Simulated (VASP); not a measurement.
# ReTc in VASP: notebook

The runs below take ReTc through single point, with LDA.

All numbers are computed with VASP 6.6.1; they aren't measurements. Logs are shortened: lines on timing, memory, paths and dates and some standing lists are left out, and cuts for length are marked.

### Step 1. The cell of the first run

The cell holds a slab with vacuum, 4 atoms: a = 2.749 Å, b = 2.749 Å, c = 18.660 Å, α = 90.00°, β = 90.00°, γ = 120.00°.

### Step 2. Single point, LDA

INCAR reads:

```
  PREC = Accurate
  ENCUT = 520
  EDIFF = 1E-6
  ISMEAR = -1
  SIGMA = 0.1
  LREAL = F
  LASPH = T
  NELM = 120
  ALGO = Normal
  ISIF = 2
  LWAVE = F
  LCHARG = T
  LDIPOL = T
  IDIPOL = 3
  DIPOL = 0.5 0.5 0.500
  LELF = T
  LVHAR = T
  LVACPOTAV = T
  NBANDS = 28
  GGA_COMPAT = F
  NELMDL = -8
```

KPOINTS reads:

```
Automatic mesh
0
Gamma
  7 7 1
```

POSCAR reads:

```
ReTc
1.0
    2.7492990000      0.0000000000      0.0000000000
   -1.3746500000      2.3809630000      0.0000000000
    0.0000000000      0.0000000000     18.6604005000
Tc Re
2 2
Direct
    0.0000000000      0.0000000000      0.3215365072
    0.0000000000      0.0000000000      0.5594878309
    0.3333333333      0.6666666667      0.4405121691
    0.3333333333      0.6666666667      0.6784634928
```

Potentials or basis: VASP PAW LDA potentials, release 64 (Tc_pv, Re).

Command:

```sh
$ cat potpaw_LDA.64/Tc_pv/POTCAR potpaw_LDA.64/Re/POTCAR > POTCAR
$ mpirun -np 1 vasp_std > vasp.out
```

OUTCAR:

```text
PREC = Accurate
   ENCUT = 520
   EDIFF = 1E-6
   ISMEAR = -1
   LREAL = F
   LASPH = T
   NELM = 120
   ISIF = 2
   NELMDL = -8

 ion  position               nearest neighbor table
   1  0.000  0.000  0.322-   3 2.73   3 2.73   3 2.73
   2  0.000  0.000  0.559-   3 2.73   4 2.73   3 2.73   4 2.73   3 2.73   4 2.73
   3  0.333  0.667  0.441-   2 2.73   1 2.73   2 2.73   1 2.73   2 2.73   1 2.73
   4  0.333  0.667  0.678-   2 2.73   2 2.73   2 2.73

  LATTYP: Found a hexagonal cell.
 ALAT       =     2.7492990000
 C/A-ratio  =     6.7873303340

  Lattice vectors:

 A1 = (   2.7492990000,   0.0000000000,   0.0000000000)
 A2 = (  -1.3746500000,   2.3809630000,   0.0000000000)
 A3 = (   0.0000000000,   0.0000000000,  18.6604005000)

Analysis of symmetry for initial positions (statically):
=====================================================================
 Subroutine PRICEL returns:
 Original cell was already a primitive cell.

 Routine SETGRP: Setting up the symmetry group for a
 hexagonal supercell.

 Subroutine GETGRP returns: Found  6 space group operations
 (whereof  6 operations were pure point group operations)
 out of a pool of 24 trial point group operations.

The static configuration has the point symmetry C_3v.

Analysis of symmetry for dynamics (positions and initial velocities):
=====================================================================
 Subroutine PRICEL returns:
 Original cell was already a primitive cell.

 Routine SETGRP: Setting up the symmetry group for a
 hexagonal supercell.

 Subroutine GETGRP returns: Found  6 space group operations
 (whereof  6 operations were pure point group operations)
 out of a pool of 24 trial point group operations.

The dynamic configuration has the point symmetry C_3v.

 Subroutine INISYM returns: Found  6 space group operations
 (whereof  6 operations are pure point group operations),
 and found     1 'primitive' translations

----------------------------------------------------------------------------------------

                                     Primitive cell

  volume of cell :     122.1506

  direct lattice vectors                    reciprocal lattice vectors
     2.749299000  0.000000000  0.000000000     0.363729081  0.209999140  0.000000000
    -1.374650000  2.380963000  0.000000000     0.000000000  0.419998127  0.000000000
[... 72 lines left out ...]
   EDIFF  = 0.1E-05   stopping-criterion for ELM
   LREAL  =      F    real-space projection
   EDIFFG = 0.1E-04   stopping-criterion for IOM
   NSW    =      0    number of steps for IOM
   IBRION =     -1    ionic relax: 0-MD 1-quasi-New 2-CG
   NFREE  =      0    steps in history (QN), initial steepest desc. (CG)
   ISIF   =      2    stress and relaxation
   ISYM   =      2    0-nonsym 1-usesym 2-fastsym
   POTIM  = 0.5000    time-step for ionic-motion
   TEBEG  =    0.0;   TEEND  =   0.0 temperature during run
   PSTRESS=    0.0 pullay stress
   NELECT =      40.0000    total number of electrons
   NUPDOWN=      -1.0000    fix difference up-down
   EMIN   =  10.00;   EMAX   =-10.00  energy-range for DOS
   EFERMI =   0.00;   METHOD = LEGACY
   ISMEAR =    -1;   SIGMA  =   0.10  broadening in eV -4-tet -1-fermi 0-gaus
   EFERMI_NEDOS =   21; number of points for ismear=-14 and -15
   IALGO  =     38    algorithm
   IMIX   =      4    mixing-type and parameters
     AMIX     =   0.40;   BMIX     =  1.00
     AMIX_MAG =   1.60;   BMIX_MAG =  1.00
  volume/ion in A,a.u.               =      30.54       206.08
  Fermi-wavevector in a.u.,A,eV,Ry     =   1.128400  2.132366 17.324107  1.273286
  Thomas-Fermi vector in A             =   2.265090
   LORBIT       =      0    0 simple, 1 ext, 2 COOP (PROOUT), +10 PAW based schemes
   GGA     = CA    functional components
   LHFCALC =     F    Hartree Fock is set to
   AEXX    =    0.0000 exact exchange contribution
   IVDW    =     0    specifies the selected vdW correction
   LEPSILON=     F    determine dielectric tensor
   LRPA    =     F    only Hartree local field effects (RPA)
 non-spin polarized calculation
  energy-cutoff  :      520.00
  volume of cell :      122.15
 maximum number of plane-waves:      3303
   NGX = 11   NGY = 11   NGZ = 69

 dipolmoment           0.000000      0.000000     -0.256355 electrons x Angstroem

 number of electron      40.0000004 magnetization

 dipolmoment           0.000000      0.000000      0.012128 electrons x Angstroem

 Free energy of the ion-electron system (eV)
  ---------------------------------------------------
  ext. energy  EPLUGINS =         0.00000000
  ---------------------------------------------------
  free energy    TOTEN  =       -48.46050969 eV

  energy without entropy =      -48.36750128  energy(sigma->0) =      -48.41400548

 E-fermi :   2.1831     XC(G=0):  -7.7909

 val. band max:        2.1074930168   @ k =   0.1429   0.1429   0.0000
 cond. band min:       2.2318481262   @ k =   0.4286   0.1429   0.0000
 fundamental gap:      0.1243551094
 Fermi energy:         2.1830986767

 k-point     1 :       0.0000    0.0000    0.0000
  band No.  band energies     occupation
      1     -36.5132      2.00000
      2     -36.3884      2.00000
      3     -35.9614      2.00000
      4     -35.9614      2.00000
      5     -35.7862      2.00000
      6     -35.7862      2.00000
[... 237 lines left out ...]
     27       8.7889      0.00000
     28       9.2267      0.00000

------------------------ aborting loop because EDIFF is reached ----------------------------------------

  FORCE on cell =-STRESS in cart. coord.  units (eV):
  Direction    XX          YY          ZZ          XY          YZ          ZX
  --------------------------------------------------------------------------------------
  -------------------------------------------------------------------------------------
  Total       -8.4616539     -8.4616555     -7.7790837      0.0000018      0.0000000      0.0000000
  in kB     -110.9865267   -110.9865475   -102.0336557      0.0000233      0.0000000      0.0000000
  external PRESSURE =    -108.0022433 kB  Pullay stress =       0.0000000 kB

 VOLUME and BASIS-vectors are now :
 -----------------------------------------------------------------------------
  energy-cutoff  :      520.00
  volume of cell :      122.15
      direct lattice vectors                 reciprocal lattice vectors
     2.749299000  0.000000000  0.000000000     0.363729081  0.209999140  0.000000000
    -1.374650000  2.380963000  0.000000000     0.000000000  0.419998127  0.000000000
     0.000000000  0.000000000 18.660400500     0.000000000  0.000000000  0.053589418

 POSITION                                       TOTAL-FORCE (eV/Angst)
 -----------------------------------------------------------------------------------
      0.00000      0.00000      6.00000        -0.000000     -0.000000      1.818056
      0.00000      0.00000     10.44027         0.000000      0.000000      1.503986
     -0.00000      1.58731      8.22013         0.000000     -0.000000     -1.738837
     -0.00000      1.58731     12.66040        -0.000000     -0.000000     -1.583205
 -----------------------------------------------------------------------------------
    total drift:                                0.000003      0.000001      0.001174

  FREE ENERGIE OF THE ION-ELECTRON SYSTEM (eV)
  ---------------------------------------------------
  free  energy   TOTEN  =       -48.4605096855 eV

  energy  without entropy=      -48.3675012830  energy(sigma->0) =      -48.41400548

 vacuum level on the upper side and lower side of the slab         7.613         7.278
```

OSZICAR:

```text
N       E                     dE             d eps       ncg     rms          rms(c)
DAV:   1     0.542420597733E+03    0.54242E+03   -0.19659E+04   496   0.132E+03
DAV:   2    -0.167861450389E+02   -0.55921E+03   -0.53762E+03   696   0.609E+02
DAV:   3    -0.505297968085E+02   -0.33744E+02   -0.31850E+02   764   0.181E+02
[... 22 lines left out ...]
DAV:  26    -0.484604884178E+02   -0.98930E-05   -0.14912E-06   376   0.945E-03    0.898E-03
DAV:  27    -0.484605030814E+02   -0.14664E-04   -0.31500E-06   440   0.849E-03    0.795E-03
DAV:  28    -0.484605075752E+02   -0.44938E-05   -0.67505E-07   360   0.105E-02    0.324E-03
DAV:  29    -0.484605091131E+02   -0.15379E-05   -0.33274E-07   328   0.541E-03    0.349E-03
DAV:  30    -0.484605096855E+02   -0.57232E-06   -0.36937E-07   308   0.735E-03
   1 F= -.48460510E+02 E0= -.48414005E+02  d E =-.930084E-01
```

Run time: 92 s. Hardware: 1 thread of AMD EPYC 7R43 (Zen 3), shared host; peak memory 0.15 GiB.

What came out:

* Free energy: -48.4605 eV
* Largest force: 1.818 eV/Å
* Band gap on the k mesh: zero (bands 20 and 21 overlap by 2.32 eV)

Forces in eV/Å, atoms in the order of the input:
```
Tc   0.000  0.000  1.818
Tc   0.000  0.000  1.504
Re   0.000  0.000 -1.739
Re   0.000  0.000 -1.583
```

Levels at points of the mesh, in eV from the Fermi level:
```
           k point  band 18  band 19  band 20  band 21  band 22  band 23
(0.00, 0.00, 0.00)    -1.15    -1.15    -0.94    -0.94    -0.10     0.52
```

Caveat: the k points lie up to 0.38 Å⁻¹ apart, too coarse for converged energies and pressures of a metal; spin-orbit coupling is left out, which moves the levels of the heavy elements.

### Step 3. Single point, LDA

INCAR reads:

```
SYSTEM = ReTc
PREC     = Accurate       ! precision mode
ENCUT    = 520            ! plane-wave cutoff, eV
EDIFF    = 1E-6           ! SCF threshold, eV
ISMEAR   = -1             ! smearing method
SIGMA    = 0.1            ! smearing width, eV
LREAL    = .FALSE.        ! projectors in reciprocal space
LASPH    = .TRUE.         ! aspherical terms in the spheres
NELM     = 120            ! most SCF steps
ALGO     = Normal         ! electronic algorithm
ISIF     = 2              ! what is computed and relaxed
LWAVE    = .FALSE.        ! write WAVECAR
LCHARG   = .FALSE.        ! write CHGCAR
LDIPOL   = .TRUE.       
IDIPOL   = 3            
DIPOL    = 0.5 0.5 0.500
EFIELD   = -0.1         
NBANDS   = 28             ! bands
GGA_COMPAT= .FALSE.      
NELMDL   = -8
```

KPOINTS reads:

```
Automatic mesh
0
G
  7 7 1
  0 0 0
```

POSCAR is that of step 2.

Potentials or basis: VASP PAW LDA potentials, release 64 (Tc_pv, Re).

Command:

```sh
$ cat potpaw_LDA.64/Tc_pv/POTCAR potpaw_LDA.64/Re/POTCAR > POTCAR
$ mpirun -np 1 vasp_std > vasp.out
```

It took 2 min on 1 thread of AMD EPYC 7R43 (Zen 3), shared host; peak memory 0.15 GiB.

It converged, with:

```yaml
Free_energy: -48.4612 eV
Largest_force: 1.812 eV/Å
Band_gap_on_the_k_mesh: zero (bands 20 and 21 overlap by 2.32 eV)
```

Forces in eV/Å, atoms in the order of the input:
```
Tc   0.000  0.000  1.812
Tc   0.000  0.000  1.509
Re   0.000  0.000 -1.734
Re   0.000  0.000 -1.588
```

Levels at points of the mesh, in eV from the Fermi level:
```tsv
k point	band 16	band 17	band 18	band 19	band 20	band 21	band 22	band 23	band 24	band 25
(0.00, 0.00, 0.00)	-1.59	-1.59	-1.15	-1.15	-0.94	-0.94	-0.10	0.52	0.52	0.91
```

Caveat: the k points lie up to 0.38 Å⁻¹ apart, too coarse for converged energies and pressures of a metal; spin-orbit coupling is left out, which moves the levels of the heavy elements.

### Step 4. Single point, LDA

INCAR reads:

```
ALGO = Normal ; DIPOL = 0.5 0.5 0.500
EDIFF = 1E-6 ; EFIELD = -0.2
ENCUT = 520 ; GGA_COMPAT = F
IDIPOL = 3 ; ISIF = 2
ISMEAR = -1 ; LASPH = T
LCHARG = F ; LDIPOL = T
LREAL = F ; LWAVE = F
NBANDS = 28 ; NELM = 120
NELMDL = -8 ; PREC = Accurate
SIGMA = 0.1
```

KPOINTS reads:

```
k-points
0
Gamma
  7 7 1
```

POSCAR is that of step 3.

Command:

```sh
$ cat potpaw_LDA.64/Tc_pv/POTCAR potpaw_LDA.64/Re/POTCAR > POTCAR
$ mpirun -np 1 vasp_std > vasp.out
```

Wall time 95 s (1 thread of AMD EPYC 7R43 (Zen 3), shared host); peak memory 0.15 GiB.

The run converged. Its results:

```
Free energy            : -48.4656 eV
Largest force          : 1.807 eV/Å
Band gap on the k mesh : zero (bands 20 and 21 overlap by 2.32 eV)
```

Forces in eV/Å, atoms in the order of the input:
```
Tc   0.000  0.000  1.807
Tc   0.000  0.000  1.516
Re   0.000  0.000 -1.731
Re   0.000  0.000 -1.592
```

Levels at points of the mesh, in eV from the Fermi level:
```
           k point  band 16  band 17  band 18  band 19  band 20  band 21  band 22  band 23  band 24  band 25
(0.00, 0.00, 0.00)    -1.59    -1.59    -1.15    -1.15    -0.94    -0.94    -0.11     0.52     0.52     0.90
```

Caveat: the k points lie up to 0.38 Å⁻¹ apart, too coarse for converged energies and pressures of a metal; spin-orbit coupling is left out, which moves the levels of the heavy elements.

### Step 5. Single point, LDA

INCAR reads:

```
SYSTEM = ReTc
PREC = Accurate ; ENCUT = 520
EDIFF = 1E-6 ; ISMEAR = -1
SIGMA = 0.1 ; LREAL = .FALSE.
LASPH = .TRUE. ; NELM = 120
ALGO = Normal ; ISIF = 2
LWAVE = .FALSE. ; LCHARG = .TRUE.
LDIPOL = .TRUE. ; IDIPOL = 3
DIPOL = 0.5 0.5 0.500 ; LELF = .TRUE.
LVHAR = .TRUE. ; LVACPOTAV = .TRUE.
NBANDS = 28 ; EFIELD = -0.3
GGA_COMPAT = .FALSE. ; NELMDL = -8
```

KPOINTS reads:

```
Automatic mesh
0
G
  7 7 1
  0 0 0
```

POSCAR is that of step 4.

Potentials or basis: VASP PAW LDA potentials, release 64 (Tc_pv, Re).

Command:

```sh
$ cat potpaw_LDA.64/Tc_pv/POTCAR potpaw_LDA.64/Re/POTCAR > POTCAR
$ mpirun -np 1 vasp_std > vasp.out
```

OUTCAR:

```text
SYSTEM = ReTc
   PREC = Accurate
   ENCUT = 520
   EDIFF = 1E-6
   ISMEAR = -1
   LREAL = .FALSE.
   LASPH = .TRUE.
   NELM = 120
   ISIF = 2
   NELMDL = -8

 ion  position               nearest neighbor table
   1  0.000  0.000  0.322-   3 2.73   3 2.73   3 2.73
   2  0.000  0.000  0.559-   3 2.73   4 2.73   3 2.73   4 2.73   3 2.73   4 2.73
   3  0.333  0.667  0.441-   2 2.73   1 2.73   2 2.73   1 2.73   2 2.73   1 2.73
   4  0.333  0.667  0.678-   2 2.73   2 2.73   2 2.73

  LATTYP: Found a hexagonal cell.
[... 432 lines left out ...]
  Direction    XX          YY          ZZ          XY          YZ          ZX
  --------------------------------------------------------------------------------------
  -------------------------------------------------------------------------------------
  Total       -8.4560668     -8.4560684     -7.7891959      0.0000018     -0.0000000     -0.0000000
  in kB     -110.9132433   -110.9132641   -102.1662916      0.0000233     -0.0000000     -0.0000000
  external PRESSURE =    -107.9975997 kB  Pullay stress =       0.0000000 kB

 VOLUME and BASIS-vectors are now :
 -----------------------------------------------------------------------------
  energy-cutoff  :      520.00
  volume of cell :      122.15
      direct lattice vectors                 reciprocal lattice vectors
     2.749299000  0.000000000  0.000000000     0.363729081  0.209999140  0.000000000
    -1.374650000  2.380963000  0.000000000     0.000000000  0.419998127  0.000000000
     0.000000000  0.000000000 18.660400500     0.000000000  0.000000000  0.053589418

 POSITION                                       TOTAL-FORCE (eV/Angst)
 -----------------------------------------------------------------------------------
      0.00000      0.00000      6.00000         0.000000      0.000000      1.802141
      0.00000      0.00000     10.44027        -0.000000      0.000000      1.520479
     -0.00000      1.58731      8.22013         0.000000      0.000000     -1.725711
     -0.00000      1.58731     12.66040        -0.000000      0.000000     -1.596909
 -----------------------------------------------------------------------------------
    total drift:                                0.000003      0.000001      0.000294

  FREE ENERGIE OF THE ION-ELECTRON SYSTEM (eV)
  ---------------------------------------------------
  free  energy   TOTEN  =       -48.4737972855 eV

  energy  without entropy=      -48.3806118396  energy(sigma->0) =      -48.42720456
```

OSZICAR:

```text
N       E                     dE             d eps       ncg     rms          rms(c)
DAV:   1     0.547120293149E+03    0.54712E+03   -0.19640E+04   488   0.132E+03
DAV:   2    -0.156521928340E+02   -0.56277E+03   -0.54150E+03   696   0.614E+02
DAV:   3    -0.518628360949E+02   -0.36211E+02   -0.34151E+02   772   0.185E+02
[... 34 lines left out ...]
DAV:  38    -0.484737950632E+02   -0.10236E-04   -0.77855E-06   680   0.146E-02    0.218E-02
DAV:  39    -0.484737918932E+02    0.31700E-05   -0.98949E-06   640   0.194E-02    0.955E-03
DAV:  40    -0.484737942677E+02   -0.23745E-05   -0.57529E-06   560   0.166E-02    0.763E-03
DAV:  41    -0.484737967693E+02   -0.25016E-05   -0.25766E-06   400   0.119E-02    0.681E-03
DAV:  42    -0.484737972855E+02   -0.51627E-06   -0.56039E-07   324   0.102E-02
   1 F= -.48473797E+02 E0= -.48427205E+02  d E =-.931854E-01
```

stdout:

```text
POSCAR found type information on POSCAR TcRe
 POSCAR found :  2 types and       4 ions
 scaLAPACK will be used
 LDA part: xc-table for (Slater(with rela. corr.)+CA(PZ))
 , standard interpolation
[... 29 lines left out ...]
|           W    W  A    A  R    R  N    N  II  N    N   GGGG   !!!           |
|                                                                             |
|     Did not find any points to average over, which means that no vacuum     |
|     field-free region was found. Please increase the size of  your cell     |
|     in the dimension of the dipole correction to obtain accurate            |
|     workfunction values.                                                    |
|                                                                             |
 -----------------------------------------------------------------------------
```

It took 2.3 min on 1 thread of AMD EPYC 7R43 (Zen 3), shared host; peak memory 0.15 GiB.

What came out:

* Free energy: -48.4738 eV
* Largest force: 1.802 eV/Å
* Band gap on the k mesh: zero (bands 20 and 21 overlap by 2.32 eV)

Forces in eV/Å, atoms in the order of the input:
```
Tc   0.000  0.000  1.802
Tc   0.000  0.000  1.520
Re   0.000  0.000 -1.726
Re   0.000  0.000 -1.597
```

Levels at points of the mesh, in eV from the Fermi level:
| k point | band 17 | band 18 | band 19 | band 20 | band 21 | band 22 | band 23 | band 24 |
| --- | --- | --- | --- | --- | --- | --- | --- | --- |
| (0.00, 0.00, 0.00) | -1.59 | -1.15 | -1.15 | -0.94 | -0.94 | -0.11 | 0.51 | 0.51 |

Caveat: the k points lie up to 0.38 Å⁻¹ apart, too coarse for converged energies and pressures of a metal; spin-orbit coupling is left out, which moves the levels of the heavy elements.

### Step 6. The runs side by side

| electric field (eV/Å) | gap on the mesh (eV) | largest force (eV/Å) |
| --- | --- | --- |
| - | none | 1.82 |
| -0.1 eV/Å | none | 1.81 |
| -0.2 eV/Å | none | 1.81 |
| -0.3 eV/Å | none | 1.80 |

Alike in all rows: task single point; level LDA; potentials or basis VASP PAW LDA potentials, release 64 (Tc_pv, Re); no spin polarisation; cell as given; k mesh 7 × 7 × 1; cutoff (eV) 520; smearing fermi-dirac 0.1 eV.

Caveats: all runs use coarse meshes; spin-orbit coupling is left out, which moves the levels of the heavy elements.

Absolute energies hang on the potentials; compare differences alone.
